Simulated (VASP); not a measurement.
# CdS (Fm-3m) in VASP: single point with PBE

Aim: the single point of CdS with PBE.

All numbers are computed with VASP 6.6.1; they aren't measurements. Logs are shortened: lines on timing, memory, paths and dates and some standing lists are left out, and cuts for length are marked.

## 1. The cell of the first run

The structure is cubic, space group Fm-3m (No. 225). The conventional cell has a = 5.454 Å, b = 5.454 Å, c = 5.454 Å, α = 90.00°, β = 90.00°, γ = 90.00°. Within 3.6 Å of Cd (site symmetry m-3m) lie 6 S at 2.73 Å. Within 3.6 Å of S (site symmetry m-3m) lie 6 Cd at 2.73 Å.

## 2. Single point, PBE

File INCAR:

```
PREC = Accurate ; ENCUT = 630
EDIFF = 1E-6 ; ISMEAR = -1
SIGMA = 0.02 ; LREAL = False
LASPH = True ; NELM = 120
ALGO = Normal ; ISIF = 2
LWAVE = False ; LCHARG = False
GGA = PE ; NBANDS = 20
GGA_COMPAT = False
```

File KPOINTS:

```
regular mesh
0
Gamma
  8 8 8
```

File POSCAR:

```
CdS
1.0
    0.0000000000      2.7267765870      2.7267765870
    2.7267765870      0.0000000000      2.7267765870
    2.7267765870      2.7267765870      0.0000000000
Cd S
1 1
Direct
    0.0000000000      0.0000000000      0.0000000000
    0.5000000000      0.5000000000      0.5000000000
```

Potentials or basis: VASP PAW PBE potentials, release 64 (Cd_sv_GW, S).

Run with:

```sh
> cat potpaw_PBE.64/Cd_sv_GW/POTCAR potpaw_PBE.64/S/POTCAR > POTCAR
> mpirun -np 1 vasp_std > vasp.out
```

OUTCAR:

```text
PREC = Accurate
   ENCUT = 630
   EDIFF = 1E-6
   ISMEAR = -1
   LREAL = False
   LASPH = True
   NELM = 120
   ISIF = 2
   GGA = PE

 ion  position               nearest neighbor table
   1  0.000  0.000  0.000-   2 2.73   2 2.73   2 2.73   2 2.73   2 2.73   2 2.73
   2  0.500  0.500  0.500-   1 2.73   1 2.73   1 2.73   1 2.73   1 2.73   1 2.73

  LATTYP: Found a face centered cubic cell.
 ALAT       =     5.4535531740

  Lattice vectors:

 A1 = (   0.0000000000,   2.7267765870,   2.7267765870)
 A2 = (   2.7267765870,   0.0000000000,   2.7267765870)
 A3 = (   2.7267765870,   2.7267765870,   0.0000000000)

Analysis of symmetry for initial positions (statically):
=====================================================================
 Subroutine PRICEL returns:
 Original cell was already a primitive cell.

 Routine SETGRP: Setting up the symmetry group for a
 face centered cubic supercell.

 Subroutine GETGRP returns: Found 48 space group operations
 (whereof 48 operations were pure point group operations)
 out of a pool of 48 trial point group operations.

The static configuration has the point symmetry O_h .

Analysis of symmetry for dynamics (positions and initial velocities):
=====================================================================
 Subroutine PRICEL returns:
 Original cell was already a primitive cell.

 Routine SETGRP: Setting up the symmetry group for a
 face centered cubic supercell.

 Subroutine GETGRP returns: Found 48 space group operations
 (whereof 48 operations were pure point group operations)
 out of a pool of 48 trial point group operations.

The dynamic configuration has the point symmetry O_h .

 Subroutine INISYM returns: Found 48 space group operations
 (whereof 48 operations are pure point group operations),
 and found     1 'primitive' translations

----------------------------------------------------------------------------------------

                                     Primitive cell

  volume of cell :      40.5489

  direct lattice vectors                    reciprocal lattice vectors
     0.000000000  2.726776587  2.726776587    -0.183366691  0.183366691  0.183366691
     2.726776587  0.000000000  2.726776587     0.183366691 -0.183366691  0.183366691
     2.726776587  2.726776587  0.000000000     0.183366691  0.183366691 -0.183366691

  length of vectors
     3.856244431  3.856244431  3.856244431     0.317600425  0.317600425  0.317600425

  position of ions in fractional coordinates (direct lattice)
     0.000000000  0.000000000  0.000000000
     0.500000000  0.500000000  0.500000000

  ion indices of the primitive-cell ions
   primitive index   ion index
                 1           1
                 2           2

----------------------------------------------------------------------------------------

 KPOINTS: regular mesh

Automatic generation of k-mesh.
 Grid dimensions read from file:
 generate k-points for:    8    8    8

 Generating k-lattice:

  Cartesian coordinates                     Fractional coordinates (reciprocal lattice)
    -0.022920836  0.022920836  0.022920836     0.125000000  0.000000000  0.000000000
     0.022920836 -0.022920836  0.022920836     0.000000000  0.125000000  0.000000000
     0.022920836  0.022920836 -0.022920836     0.000000000  0.000000000  0.125000000

  Length of vectors
     0.039700053  0.039700053  0.039700053

  Shift w.r.t. Gamma in fractional coordinates (k-lattice)
     0.000000000  0.000000000  0.000000000

 Subroutine IBZKPT returns following result:
 ===========================================

 Found     29 irreducible k-points:

 Following reciprocal coordinates:
            Coordinates               Weight
  0.000000  0.000000  0.000000      1.000000
  0.125000  0.000000  0.000000      8.000000
  0.250000  0.000000  0.000000      8.000000
  0.375000  0.000000  0.000000      8.000000
  0.500000  0.000000  0.000000      4.000000
  0.125000  0.125000  0.000000      6.000000
[... 16 lines left out ...]
  0.500000  0.250000  0.125000     48.000000
 -0.375000  0.250000  0.125000     24.000000
 [... further k-points ...]
   k-points           NKPTS =     29   k-points in BZ     NKDIM =     29   number of bands    NBANDS=     20
   number of dos      NEDOS =    301   number of ions     NIONS =      2
   total plane-waves  NPLWV =  32768
   dimension x,y,z NGX =    32 NGY =   32 NGZ =   32
   dimension x,y,z NGXF=    64 NGYF=   64 NGZF=   64
   ions per type =               1   1
   NGX,Y,Z   is equivalent  to a cutoff of  13.80, 13.80, 13.80 a.u.
   NGXF,Y,Z  is equivalent  to a cutoff of  27.59, 27.59, 27.59 a.u.
 SYSTEM =  unknown system
   PREC   = accura    normal or accurate (medium, high low for compatibility)
   ISTART =      0    job   : 0-new  1-cont  2-samecut
   ICHARG =      2    charge: 1-file 2-atom 10-const
   ISPIN  =      1    spin polarized calculation?
   LNONCOLLINEAR =      F non collinear calculations
   LSORBIT =      F    spin-orbit coupling
   LASPH  =      T    aspherical Exc in radial PAW
   ENCUT  =  630.0 eV  46.30 Ry    6.80 a.u.   7.89  7.89  7.89*2*pi/ulx,y,z
   NELM   =    120;   NELMIN=  2; NELMDL= -5     # of ELM steps
   EDIFF  = 0.1E-05   stopping-criterion for ELM
   LREAL  =      F    real-space projection
   EDIFFG = 0.1E-04   stopping-criterion for IOM
   NSW    =      0    number of steps for IOM
   IBRION =     -1    ionic relax: 0-MD 1-quasi-New 2-CG
   NFREE  =      0    steps in history (QN), initial steepest desc. (CG)
   ISIF   =      2    stress and relaxation
   ISYM   =      2    0-nonsym 1-usesym 2-fastsym
   POTIM  = 0.5000    time-step for ionic-motion
   TEBEG  =    0.0;   TEEND  =   0.0 temperature during run
   PSTRESS=    0.0 pullay stress
   NELECT =      26.0000    total number of electrons
   NUPDOWN=      -1.0000    fix difference up-down
   EMIN   =  10.00;   EMAX   =-10.00  energy-range for DOS
   EFERMI =   0.00;   METHOD = LEGACY
   ISMEAR =    -1;   SIGMA  =   0.02  broadening in eV -4-tet -1-fermi 0-gaus
   EFERMI_NEDOS =   21; number of points for ismear=-14 and -15
   IALGO  =     38    algorithm
   IMIX   =      4    mixing-type and parameters
     AMIX     =   0.40;   BMIX     =  1.00
     AMIX_MAG =   1.60;   BMIX_MAG =  1.00
  volume/ion in A,a.u.               =      20.27       136.82
  Fermi-wavevector in a.u.,A,eV,Ry     =   1.411691  2.667710 27.114673  1.992872
  Thomas-Fermi vector in A             =   2.533517
   LORBIT       =      0    0 simple, 1 ext, 2 COOP (PROOUT), +10 PAW based schemes
   GGA     = PE    functional components
   LHFCALC =     F    Hartree Fock is set to
   AEXX    =    0.0000 exact exchange contribution
   IVDW    =     0    specifies the selected vdW correction
   LEPSILON=     F    determine dielectric tensor
   LRPA    =     F    only Hartree local field effects (RPA)
 non-spin polarized calculation
  energy-cutoff  :      630.00
  volume of cell :       40.55
 maximum number of plane-waves:      1475
   NGX = 15   NGY = 15   NGZ = 15

 number of electron      26.0000011 magnetization

 Free energy of the ion-electron system (eV)
  ---------------------------------------------------
  ext. energy  EPLUGINS =         0.00000000
  ---------------------------------------------------
  free energy    TOTEN  =        -5.94703310 eV

  energy without entropy =       -5.94701990  energy(sigma->0) =       -5.94702650

 E-fermi :   5.0396     XC(G=0): -10.5845

 val. band max:        4.8940176340   @ k =   0.5000   0.0000   0.0000
 cond. band min:       5.1520034509   @ k =   0.5000   0.5000   0.0000
 fundamental gap:      0.2579858169
 Fermi energy:         5.0396025442

 k-point     1 :       0.0000    0.0000    0.0000
  band No.  band energies     occupation
      1     -96.7278      2.00000
      2     -57.7929      2.00000
      3     -57.7929      2.00000
      4     -57.7929      2.00000
      5      -7.9662      2.00000
      6      -2.7404      2.00000
[... 12 lines left out ...]
     19      16.4048      0.00000
     20      16.4059      0.00000

 k-point     2 :       0.1250    0.0000    0.0000
  band No.  band energies     occupation
      1     -96.7278      2.00000
      2     -57.7931      2.00000
      3     -57.7929      2.00000
      4     -57.7929      2.00000
      5      -7.8301      2.00000
      6      -2.7891      2.00000
[... 12 lines left out ...]
     19      15.2073      0.00000
     20      16.0189      0.00000

 k-point     3 :       0.2500    0.0000    0.0000
  band No.  band energies     occupation
      1     -96.7277      2.00000
      2     -57.7937      2.00000
      3     -57.7930      2.00000
      4     -57.7930      2.00000
      5      -7.4648      2.00000
      6      -2.9027      2.00000
[... 12 lines left out ...]
     19      15.7259      0.00000
     20      15.7955      0.00000

 k-point     4 :       0.3750    0.0000    0.0000
  band No.  band energies     occupation
      1     -96.7277      2.00000
      2     -57.7943      2.00000
      3     -57.7931      2.00000
      4     -57.7931      2.00000
      5      -7.0248      2.00000
      6      -3.0111      2.00000
[... 12 lines left out ...]
     19      16.9244      0.00000
     20      16.9244      0.00000

 k-point     5 :       0.5000    0.0000    0.0000
  band No.  band energies     occupation
      1     -96.7277      2.00000
      2     -57.7946      2.00000
      3     -57.7932      2.00000
      4     -57.7932      2.00000
      5      -6.8089      2.00000
      6      -3.0546      2.00000
[... 12 lines left out ...]
     19      17.7602      0.00000
     20      17.7602      0.00000

 k-point     6 :       0.1250    0.1250    0.0000
  band No.  band energies     occupation
      1     -96.7278      2.00000
      2     -57.7930      2.00000
      3     -57.7930      2.00000
      4     -57.7930      2.00000
      5      -7.7916      2.00000
      6      -2.8416      2.00000
[... 12 lines left out ...]
     19      17.3449      0.00000
     20      17.5641      0.00000

 k-point     7 :       0.2500    0.1250    0.0000
  band No.  band energies     occupation
      1     -96.7278      2.00000
      2     -57.7935      2.00000
      3     -57.7931      2.00000
      4     -57.7931      2.00000
      5      -7.5227      2.00000
      6      -2.9249      2.00000
[... 12 lines left out ...]
     19      16.8758      0.00000
     20      17.3453      0.00000
[... 277 lines left out ...]
 k-point    20 :      -0.3750    0.3750    0.0000
  band No.  band energies     occupation
      1     -96.7277      2.00000
      2     -57.7942      2.00000
      3     -57.7939      2.00000
      4     -57.7934      2.00000
      5      -6.9171      2.00000
      6      -2.8572      2.00000
[... 12 lines left out ...]
     19      17.7126      0.00000
     20      20.6103      0.00000

 k-point    21 :       0.5000    0.5000    0.0000
  band No.  band energies     occupation
      1     -96.7277      2.00000
      2     -57.7944      2.00000
      3     -57.7935      2.00000
      4     -57.7935      2.00000
      5      -7.0513      2.00000
      6      -2.9021      2.00000
[... 12 lines left out ...]
     19      19.3607      0.00000
     20      19.5646      0.00000

 k-point    22 :       0.3750    0.2500    0.1250
  band No.  band energies     occupation
      1     -96.7277      2.00000
      2     -57.7938      2.00000
      3     -57.7933      2.00000
      4     -57.7931      2.00000
      5      -7.2630      2.00000
      6      -2.9344      2.00000
[... 12 lines left out ...]
     19      18.0143      0.00000
     20      18.8853      0.00000

 k-point    23 :       0.5000    0.2500    0.1250
  band No.  band energies     occupation
      1     -96.7277      2.00000
      2     -57.7942      2.00000
      3     -57.7935      2.00000
      4     -57.7932      2.00000
      5      -6.9793      2.00000
      6      -2.9334      2.00000
[... 12 lines left out ...]
     19      18.4893      0.00000
     20      19.0153      0.00000

 k-point    24 :      -0.3750    0.2500    0.1250
  band No.  band energies     occupation
      1     -96.7277      2.00000
      2     -57.7943      2.00000
      3     -57.7936      2.00000
      4     -57.7933      2.00000
      5      -6.8537      2.00000
      6      -2.9758      2.00000
[... 12 lines left out ...]
     19      17.2614      0.00000
     20      19.3362      0.00000

 [... further k-points ...]

------------------------ aborting loop because EDIFF is reached ----------------------------------------

  FORCE on cell =-STRESS in cart. coord.  units (eV):
  Direction    XX          YY          ZZ          XY          YZ          ZX
  --------------------------------------------------------------------------------------
  -------------------------------------------------------------------------------------
  Total        0.3979990      0.3979990      0.3979990      0.0000000      0.0000000      0.0000000
  in kB       15.7258402     15.7258402     15.7258402      0.0000000      0.0000000      0.0000000
  external PRESSURE =      15.7258402 kB  Pullay stress =       0.0000000 kB

 VOLUME and BASIS-vectors are now :
 -----------------------------------------------------------------------------
  energy-cutoff  :      630.00
  volume of cell :       40.55
      direct lattice vectors                 reciprocal lattice vectors
     0.000000000  2.726776587  2.726776587    -0.183366691  0.183366691  0.183366691
     2.726776587  0.000000000  2.726776587     0.183366691 -0.183366691  0.183366691
     2.726776587  2.726776587  0.000000000     0.183366691  0.183366691 -0.183366691

 POSITION                                       TOTAL-FORCE (eV/Angst)
 -----------------------------------------------------------------------------------
      0.00000      0.00000      0.00000         0.000000     -0.000000      0.000000
      2.72678      2.72678      2.72678        -0.000000      0.000000     -0.000000
 -----------------------------------------------------------------------------------
    total drift:                                0.000000     -0.000000     -0.000000

  FREE ENERGIE OF THE ION-ELECTRON SYSTEM (eV)
  ---------------------------------------------------
  free  energy   TOTEN  =        -5.9470331022 eV

  energy  without entropy=       -5.9470199011  energy(sigma->0) =       -5.94702650
```

Wall time 17 s (1 thread of AMD EPYC 9R45 (Zen 5), shared host); peak memory 0.17 GiB.

Results:

```yaml
Free_energy: -5.9470 eV
Pressure: 1.6 GPa
Band_gap_on_the_k_mesh: 0.26 eV (least direct gap 1.74 eV)
```

Caveat: the structure was generated, so it needn't be the stable form of CdS; semilocal functionals underestimate gaps, and a narrow one can read as zero.
